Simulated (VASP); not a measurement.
# Al (P6_3/mmc) in VASP: density of states with PBE

Aim: the density of states of Al with PBE.

Program: VASP 6.6.1. These are calculated values, not measurements. Logs are shortened: lines on timing, memory, paths and dates and some standing lists are left out, and cuts for length are marked.

## 1. The cell of the first run

The structure is hexagonal, space group P6_3/mmc (No. 194). The conventional cell has a = 2.848 Å, b = 2.848 Å, c = 4.733 Å, α = 90.00°, β = 90.00°, γ = 120.00°. Within 3.8 Å of Al (site symmetry -6m2) lie 12 Al at 2.85 to 2.88 Å.

## 2. Density of states, PBE, non-collinear spin, zero start, spin-orbit coupling

File POSCAR:

```
Al
1.0
    2.8483153119      0.0000000000      0.0000000000
   -1.4241576560      2.4667134181      0.0000000000
    0.0000000000      0.0000000000      4.7331325913
Al
2
Direct
    0.3333333333      0.6666666667      0.7500000000
    0.6666666667      0.3333333333      0.2500000000
```

File INCAR.step1:

```
ALGO = Normal
EDIFF = 1E-7
ENCUT = 520
GGA = PE
GGA_COMPAT = F
ISIF = 2
ISMEAR = 0
LASPH = T
LCHARG = T
LORBMOM = T
LREAL = F
LSORBIT = T
LWAVE = F
MAGMOM = 0 0 0 0 0 0
NBANDS = 18
NELM = 150
PREC = Accurate
SIGMA = 0.05
```

File KPOINTS.step1:

```
k-points
0
Gamma
  16 16 10
```

File INCAR.step2:

```
ALGO = Normal
EDIFF = 1E-7
ENCUT = 520
GGA = PE
GGA_COMPAT = F
ICHARG = 11
ISIF = 2
ISMEAR = -5
LASPH = T
LCHARG = F
LORBIT = 11
LORBMOM = T
LREAL = F
LSORBIT = T
LWAVE = F
MAGMOM = 0 0 0 0 0 0
NBANDS = 18
NEDOS = 2001
NELM = 150
PREC = Accurate
SIGMA = 0.05
```

File KPOINTS.step2:

```
k-points
0
Gamma
  24 24 15
```

Potentials or basis: VASP PAW PBE potentials, release 64 (Al).

Run with:

```
$ cat potpaw_PBE.64/Al/POTCAR > POTCAR
$ cp INCAR.step1 INCAR
$ cp KPOINTS.step1 KPOINTS
$ mpirun -np 1 vasp_ncl > vasp.out
$ cp INCAR.step2 INCAR
$ cp KPOINTS.step2 KPOINTS
$ mpirun -np 1 vasp_ncl > vasp.out
```

OUTCAR:

```text
EDIFF = 1E-7
   ENCUT = 520
   GGA = PE
   ICHARG = 11
   ISIF = 2
   ISMEAR = -5
   LASPH = T
   LORBIT = 11
   LREAL = F
   LSORBIT = T
   NELM = 150
   PREC = Accurate

 ion  position               nearest neighbor table
   1  0.333  0.667  0.750-   2 2.88   2 2.88   2 2.88   2 2.88   2 2.88   2 2.88
   2  0.667  0.333  0.250-   1 2.88   1 2.88   1 2.88   1 2.88   1 2.88   1 2.88

  LATTYP: Found a hexagonal cell.
 ALAT       =     2.8483153119
 C/A-ratio  =     1.6617305575

  Lattice vectors:

 A1 = (   2.8483153119,   0.0000000000,   0.0000000000)
 A2 = (  -1.4241576560,   2.4667134181,   0.0000000000)
 A3 = (   0.0000000000,   0.0000000000,   4.7331325913)

Analysis of symmetry for initial positions (statically):
=====================================================================
 Subroutine PRICEL returns:
 Original cell was already a primitive cell.

 Routine SETGRP: Setting up the symmetry group for a
 hexagonal supercell.

 Subroutine GETGRP returns: Found 24 space group operations
 (whereof 12 operations were pure point group operations)
 out of a pool of 24 trial point group operations.

The static configuration has the point symmetry D_3d.
 The point group associated with its full space group is D_6h.

Analysis of symmetry for dynamics (positions and initial velocities):
=====================================================================
 Subroutine PRICEL returns:
 Original cell was already a primitive cell.

 Routine SETGRP: Setting up the symmetry group for a
 hexagonal supercell.

 Subroutine GETGRP returns: Found 24 space group operations
 (whereof 12 operations were pure point group operations)
 out of a pool of 24 trial point group operations.

The dynamic configuration has the point symmetry D_3d.
 The point group associated with its full space group is D_6h.

Analysis of structural, dynamic, and magnetic symmetry:
=====================================================================
 Subroutine PRICEL returns:
 Original cell was already a primitive cell.

 Routine SETGRP: Setting up the symmetry group for a
 hexagonal supercell.

 Subroutine GETGRP returns: Found 24 space group operations
 (whereof 12 operations were pure point group operations)
 out of a pool of 24 trial point group operations.

The overall configuration has the point symmetry D_3d.
 The point group associated with its full space group is D_6h.

 Subroutine INISYM returns: Found 24 space group operations
 (whereof 12 operations are pure point group operations),
 and found     1 'primitive' translations

----------------------------------------------------------------------------------------

                                     Primitive cell

  volume of cell :      33.2549

  direct lattice vectors                    reciprocal lattice vectors
     2.848315312  0.000000000  0.000000000     0.351084726  0.202698861  0.000000000
    -1.424157656  2.466713418  0.000000000     0.000000000  0.405397722  0.000000000
     0.000000000  0.000000000  4.733132591     0.000000000  0.000000000  0.211276566

  length of vectors
     2.848315312  2.848315312  4.733132591     0.405397722  0.405397722  0.211276566

  position of ions in fractional coordinates (direct lattice)
     0.333333333  0.666666667  0.750000000
     0.666666667  0.333333333  0.250000000

  ion indices of the primitive-cell ions
   primitive index   ion index
                 1           1
                 2           2

----------------------------------------------------------------------------------------

 KPOINTS: k-points

Automatic generation of k-mesh.
 Grid dimensions read from file:
 generate k-points for:   24   24   15

 Generating k-lattice:

  Cartesian coordinates                     Fractional coordinates (reciprocal lattice)
     0.014628530  0.008445786  0.000000000     0.041666667  0.000000000  0.000000000
     0.000000000  0.016891572  0.000000000     0.000000000  0.041666667  0.000000000
     0.000000000  0.000000000  0.014085104     0.000000000  0.000000000  0.066666667

  Length of vectors
     0.016891572  0.016891572  0.014085104

  Shift w.r.t. Gamma in fractional coordinates (k-lattice)
     0.000000000  0.000000000  0.000000000

 TETIRR: Found   8481 inequivalent tetrahedra from    51840

 Subroutine IBZKPT returns following result:
 ===========================================

 Found    488 irreducible k-points:

 Following reciprocal coordinates:
            Coordinates               Weight
  0.000000  0.000000  0.000000      1.000000
  0.041667  0.000000  0.000000      6.000000
[... 39 lines left out ...]
   ENCUT  =  520.0 eV  38.22 Ry    6.18 a.u.   5.30  5.30  8.80*2*pi/ulx,y,z
   NELM   =    150;   NELMIN=  2; NELMDL=  0     # of ELM steps
   EDIFF  = 0.1E-06   stopping-criterion for ELM
   LREAL  =      F    real-space projection
   EDIFFG = 0.1E-05   stopping-criterion for IOM
   NSW    =      0    number of steps for IOM
   IBRION =     -1    ionic relax: 0-MD 1-quasi-New 2-CG
   NFREE  =      0    steps in history (QN), initial steepest desc. (CG)
   ISIF   =      2    stress and relaxation
   ISYM   =      2    0-nonsym 1-usesym 2-fastsym
   POTIM  = 0.5000    time-step for ionic-motion
   TEBEG  =    0.0;   TEEND  =   0.0 temperature during run
   PSTRESS=    0.0 pullay stress
   NELECT =       6.0000    total number of electrons
   NUPDOWN=      -1.0000    fix difference up-down
   EMIN   =  10.00;   EMAX   =-10.00  energy-range for DOS
   EFERMI =   0.00;   METHOD = LEGACY
   ISMEAR =    -5;   SIGMA  =   0.05  broadening in eV -4-tet -1-fermi 0-gaus
   EFERMI_NEDOS =   21; number of points for ismear=-14 and -15
   IALGO  =     38    algorithm
   IMIX   =      4    mixing-type and parameters
     AMIX     =   0.40;   BMIX     =  1.00
     AMIX_MAG =   1.60;   BMIX_MAG =  1.00
  volume/ion in A,a.u.               =      16.63       112.21
  Fermi-wavevector in a.u.,A,eV,Ry     =   0.925068  1.748124 11.643185  0.855750
  Thomas-Fermi vector in A             =   2.050882
   LORBIT       =     11    0 simple, 1 ext, 2 COOP (PROOUT), +10 PAW based schemes
   GGA     = PE    functional components
   LHFCALC =     F    Hartree Fock is set to
   AEXX    =    0.0000 exact exchange contribution
   IVDW    =     0    specifies the selected vdW correction
   LEPSILON=     F    determine dielectric tensor
   LRPA    =     F    only Hartree local field effects (RPA)
 Fermi weights with tetrahedron method with Bloechl corrections
  energy-cutoff  :      520.00
  volume of cell :       33.25
 maximum number of plane-waves:      1818
 NGX is ok and might be reduce to    24

 number of electron       6.0000000 magnetization       0.0000000      0.0000000     -0.0000000

 Free energy of the ion-electron system (eV)
  ---------------------------------------------------
  ext. energy  EPLUGINS =         0.00000000
  ---------------------------------------------------
  free energy    TOTEN  =        -7.42753028 eV

  energy without entropy =       -7.42753028  energy(sigma->0) =       -7.42753028

 E-fermi :   7.9276     XC(G=0): -10.1702

 val. band max:        8.1448431863   @ k =   0.3333   0.3333   0.2667
 cond. band min:       7.7177089149   @ k =   0.3333   0.3333   0.3333
 fundamental gap:     -0.4271342714
 Fermi energy:         7.9275662607

 k-point     1 :       0.0000    0.0000    0.0000
  band No.  band energies     occupation
      1      -3.1638      1.00000
      2      -3.1638      1.00000
      3       3.2721      1.00000
      4       3.2721      1.00000
      5       3.3333      1.00000
      6       3.3333      1.00000
[... 481 lines left out ...]
      5       8.3582      0.02719
      6       8.3582      0.02719
[... 10 lines left out ...]
     17      18.6721      0.00000
     18      18.6734      0.00000

 [... further k-points ...]
[... 5 lines left out ...]
  --------------------------------------------------------------------------------------
  -------------------------------------------------------------------------------------
  Total       -0.0133784     -0.0133784     -0.0573242      0.0000000      0.0000000      0.0000000
  in kB       -0.6445560     -0.6445560     -2.7618042      0.0000000      0.0000000      0.0000000
  external PRESSURE =      -1.3503054 kB  Pullay stress =       0.0000000 kB

 VOLUME and BASIS-vectors are now :
 -----------------------------------------------------------------------------
  energy-cutoff  :      520.00
  volume of cell :       33.25
      direct lattice vectors                 reciprocal lattice vectors
     2.848315312  0.000000000  0.000000000     0.351084726  0.202698861  0.000000000
    -1.424157656  2.466713418  0.000000000     0.000000000  0.405397722  0.000000000
     0.000000000  0.000000000  4.733132591     0.000000000  0.000000000  0.211276566

 POSITION                                       TOTAL-FORCE (eV/Angst)
 -----------------------------------------------------------------------------------
     -0.00000      1.64448      3.54985        -0.000000     -0.000000      0.000000
      1.42416      0.82224      1.18328         0.000000      0.000000     -0.000000
 -----------------------------------------------------------------------------------
    total drift:                                0.000000      0.000000      0.000000

  FREE ENERGIE OF THE ION-ELECTRON SYSTEM (eV)
  ---------------------------------------------------
  free  energy   TOTEN  =        -7.4275302792 eV

  energy  without entropy=       -7.4275302792  energy(sigma->0) =       -7.42753028

 orbital moment (x)

 # of ion     p       tot
 --------------------------------
  1         0.000   0.000
  2         0.000   0.000
 --------------------------------
            0.000   0.000

 orbital moment (y)

 # of ion     p       tot
 --------------------------------
  1         0.000   0.000
  2         0.000   0.000
 --------------------------------
            0.000   0.000

 orbital moment (z)

 # of ion     p       tot
 --------------------------------
  1         0.000   0.000
  2         0.000   0.000
 --------------------------------
            0.000   0.000

 Spin-Orbit-Coupling matrix elements

 Ion:    1  E_soc:     -0.0001143
 l=   1
     0.0000000    -0.0000187    -0.0000199
    -0.0000187     0.0000000    -0.0000187
    -0.0000199    -0.0000187     0.0000000
 l=   2
     0.0000000     0.0000000     0.0000000     0.0000000     0.0000000
     0.0000000     0.0000000     0.0000000     0.0000000     0.0000000
     0.0000000     0.0000000     0.0000000     0.0000000     0.0000000
     0.0000000     0.0000000     0.0000000     0.0000000     0.0000000
     0.0000000     0.0000000     0.0000000     0.0000000     0.0000000
 l=   3
     0.0000000     0.0000000     0.0000000     0.0000000     0.0000000     0.0000000     0.0000000
     0.0000000     0.0000000     0.0000000     0.0000000     0.0000000     0.0000000     0.0000000
     0.0000000     0.0000000     0.0000000     0.0000000     0.0000000     0.0000000     0.0000000
     0.0000000     0.0000000     0.0000000     0.0000000     0.0000000     0.0000000     0.0000000
     0.0000000     0.0000000     0.0000000     0.0000000     0.0000000     0.0000000     0.0000000
     0.0000000     0.0000000     0.0000000     0.0000000     0.0000000     0.0000000     0.0000000
     0.0000000     0.0000000     0.0000000     0.0000000     0.0000000     0.0000000     0.0000000

 Ion:    2  E_soc:     -0.0001143
 l=   1
     0.0000000    -0.0000187    -0.0000199
    -0.0000187     0.0000000    -0.0000187
    -0.0000199    -0.0000187     0.0000000
 l=   2
     0.0000000     0.0000000     0.0000000     0.0000000     0.0000000
     0.0000000     0.0000000     0.0000000     0.0000000     0.0000000
     0.0000000     0.0000000     0.0000000     0.0000000     0.0000000
     0.0000000     0.0000000     0.0000000     0.0000000     0.0000000
     0.0000000     0.0000000     0.0000000     0.0000000     0.0000000
 l=   3
     0.0000000     0.0000000     0.0000000     0.0000000     0.0000000     0.0000000     0.0000000
     0.0000000     0.0000000     0.0000000     0.0000000     0.0000000     0.0000000     0.0000000
     0.0000000     0.0000000     0.0000000     0.0000000     0.0000000     0.0000000     0.0000000
     0.0000000     0.0000000     0.0000000     0.0000000     0.0000000     0.0000000     0.0000000
     0.0000000     0.0000000     0.0000000     0.0000000     0.0000000     0.0000000     0.0000000
     0.0000000     0.0000000     0.0000000     0.0000000     0.0000000     0.0000000     0.0000000
     0.0000000     0.0000000     0.0000000     0.0000000     0.0000000     0.0000000     0.0000000

 total charge

# of ion       s       p       d       tot
------------------------------------------
    1        0.436   0.329   0.000   0.766
    2        0.436   0.329   0.000   0.766
--------------------------------------------------
tot          0.872   0.659   0.000   1.531

 magnetization (x)

# of ion       s       p       d       tot
------------------------------------------
    1        0.000  -0.000   0.000   0.000
    2        0.000   0.000   0.000   0.000
--------------------------------------------------
tot          0.000   0.000   0.000   0.000

 magnetization (y)

# of ion       s       p       d       tot
------------------------------------------
    1        0.000   0.000   0.000   0.000
    2        0.000   0.000   0.000   0.000
--------------------------------------------------
tot          0.000   0.000   0.000   0.000

 magnetization (z)

# of ion       s       p       d       tot
------------------------------------------
    1        0.000   0.000   0.000   0.000
    2        0.000   0.000   0.000   0.000
--------------------------------------------------
tot          0.000   0.000   0.000   0.000
```

Wall time 7.9 min (1 thread of Intel Xeon Platinum 8259CL at 2.50GHz (Skylake/Cascade Lake), shared host); peak memory 0.49 GiB.

Results:

* Net moment: 0.00 μB per cell
* Valence electrons inside the program's atomic spheres: Al 0.77

Moments on the atoms (μB; x, y, z):
```
Al  0.00 0.00 0.00
Al  0.00 0.00 0.00
```
